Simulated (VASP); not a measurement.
# Sm2Si (P4/mmm) in VASP: a series of runs, part 2 of 2

VASP 6.6.1. The steps go on from the part before.

**3. Single point, PBE**

This run uses another cell than the first one, of 34.99 Å³/atom.

INCAR

```
SYSTEM = Sm2Si
ALGO = Normal
EDIFF = 1E-6
ENCUT = 500
GGA = PE
GGA_COMPAT = .False.
ISIF = 2
ISMEAR = 0
LASPH = .True.
LCHARG = .True.
LELF = .True.
LMAXMIX = 6
LREAL = .False.
LVHAR = .True.
LWAVE = .False.
NBANDS = 20
NELM = 200
PREC = Accurate
SIGMA = 0.1
```

KPOINTS

```
k-points
0
Gamma
  4 4 4
  0 0 0
```

POSCAR

```
Sm2Si
1.0
    5.6573737009      0.0000000000      0.0000000000
    0.0000000000      5.6573737009      0.0000000000
    0.0000000000      0.0000000000      3.2795670317
Sm Si
2 1
Direct
    0.0000000000      0.5000000000      0.0000000000
    0.5000000000      0.0000000000      0.0000000000
    0.0000000000      0.0000000000      0.0000000000
```

Potentials or basis: VASP PAW PBE potentials, release 64 (Sm_3, Si), 4f in core.

Launch:

```bash
$ cat potpaw_PBE.64/Sm_3/POTCAR potpaw_PBE.64/Si/POTCAR > POTCAR
$ mpirun -np 1 vasp_std > vasp.out
```

OUTCAR:

```text
SYSTEM = Sm2Si
   EDIFF = 1E-6
   ENCUT = 500
   GGA = PE
   ISIF = 2
   ISMEAR = 0
   LASPH = .True.
   LREAL = .False.
   NELM = 200
   PREC = Accurate

 ion  position               nearest neighbor table
   1  0.000  0.500  0.000-   3 2.83   3 2.83
   2  0.500  0.000  0.000-   3 2.83   3 2.83
   3  0.000  0.000  0.000-   1 2.83   2 2.83   1 2.83   2 2.83

  LATTYP: Found a simple tetragonal cell.
 ALAT       =     5.6573737009
 C/A-ratio  =     0.5796977900

  Lattice vectors:

 A1 = (   5.6573737009,   0.0000000000,   0.0000000000)
 A2 = (   0.0000000000,   5.6573737009,   0.0000000000)
 A3 = (   0.0000000000,   0.0000000000,   3.2795670317)

Analysis of symmetry for initial positions (statically):
=====================================================================
 Subroutine PRICEL returns:
 Original cell was already a primitive cell.

 Routine SETGRP: Setting up the symmetry group for a
 simple tetragonal supercell.

[... 157 lines left out ...]
  ---------------------------------------------------
  free energy    TOTEN  =       -13.55299732 eV

  energy without entropy =      -13.53456879  energy(sigma->0) =      -13.54378306

 E-fermi :   2.3445     XC(G=0):  -8.8551

 val. band max:        2.3080226144   @ k =   0.2500   0.2500   0.2500
 cond. band min:       2.3589050107   @ k =   0.5000   0.0000   0.0000
 fundamental gap:      0.0508823963
 Fermi energy:         2.3445345454

 k-point     1 :       0.0000    0.0000    0.0000
  band No.  band energies     occupation
      1     -38.8405      2.00000
      2     -38.8221      2.00000
      3     -18.4009      2.00000
      4     -18.4009      2.00000
      5     -18.1605      2.00000
      6     -18.1605      2.00000
[... 403 lines left out ...]
     19       5.3155      0.00000
     20       5.8296      0.00000

------------------------ aborting loop because EDIFF is reached ----------------------------------------

  FORCE on cell =-STRESS in cart. coord.  units (eV):
  Direction    XX          YY          ZZ          XY          YZ          ZX
  --------------------------------------------------------------------------------------
  -------------------------------------------------------------------------------------
  Total        0.0808158      0.0808158     -0.0948481      0.0000000      0.0000000      0.0000000
  in kB        1.2335610      1.2335610     -1.4477479      0.0000000      0.0000000      0.0000000
  external PRESSURE =       0.3397914 kB  Pullay stress =       0.0000000 kB

 VOLUME and BASIS-vectors are now :
 -----------------------------------------------------------------------------
  energy-cutoff  :      500.00
  volume of cell :      104.97
      direct lattice vectors                 reciprocal lattice vectors
     5.657373701  0.000000000  0.000000000     0.176760464  0.000000000  0.000000000
     0.000000000  5.657373701  0.000000000     0.000000000  0.176760464  0.000000000
     0.000000000  0.000000000  3.279567032     0.000000000  0.000000000  0.304918299

 POSITION                                       TOTAL-FORCE (eV/Angst)
 -----------------------------------------------------------------------------------
      0.00000      2.82869      0.00000         0.000000      0.000000      0.000000
      2.82869      0.00000      0.00000         0.000000      0.000000      0.000000
      0.00000      0.00000      0.00000         0.000000      0.000000      0.000000
 -----------------------------------------------------------------------------------
    total drift:                                0.000000      0.000000     -0.000000

  FREE ENERGIE OF THE ION-ELECTRON SYSTEM (eV)
  ---------------------------------------------------
  free  energy   TOTEN  =       -13.5529973239 eV

  energy  without entropy=      -13.5345687891  energy(sigma->0) =      -13.54378306
```

stdout:

```text
POSCAR found type information on POSCAR SmSi
 POSCAR found :  2 types and       3 ions
 scaLAPACK will be used
 LDA part: xc-table for (Slater+PW92), standard interpolation
 POSCAR, INCAR and KPOINTS ok, starting setup
 FFT: planning ... GRIDC
 FFT: planning ... GRID_SOFT
 FFT: planning ... GRID
 WAVECAR not read
 entering main loop
```

Run time: 13 s. Hardware: 1 thread of Intel Xeon 6975P-C (Granite Rapids), shared host; peak memory 0.21 GiB.

Results:

| Property | Result |
| --- | --- |
| Free energy | -13.5530 eV |
| Pressure | 0.0 GPa |
| Band gap on the k mesh | zero (bands 13 and 14 overlap by 0.84 eV) |

Caveat: the k points lie up to 0.48 Å⁻¹ apart, too coarse for converged energies and pressures of a metal; spin-orbit coupling is left out, which moves the levels of the heavy elements; the 4f electrons are frozen in the core, so they carry no moment and show no levels. Spin polarisation is off, so any magnetic state and its effect on volume and gap are missing.
